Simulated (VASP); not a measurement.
Crystal: Ni.

```
Ni
1.0
     0.00000    1.77802    1.77802
     1.77802    0.00000    1.77802
     1.77802    1.77802    0.00000
Ni
1
Direct
  0.00000 0.00000 0.00000
```

Base run:

| Quantity | Value |
| --- | --- |
| Program | VASP 6.6.1 |
| Functional | LDA |
| Potentials or basis | VASP PAW LDA potentials, release 64 (Ni) |
| Cutoff | 520 eV |
| k mesh | 24 × 24 × 24 |
| Occupations | gaussian, width 0.15 eV |
| Spin | collinear spin, ferromagnetic start |
| Starting moments | [1.0] μB |
| Fixed moment | 1 μB |

Its results: pressure -18.6 GPa; site moments Ni +0.99 μB.

Question: The run is repeated on the same cell with these changes: fixed moment from 1 μB to 0.75 μB; moments at the start from [1.0] to [0.75]. What comes out?

Answer: Pressure -20.9 GPa; site moments Ni +0.75 μB.

Caveats: the cell stands under tension; the total moment is fixed, so each spin has its own Fermi level.
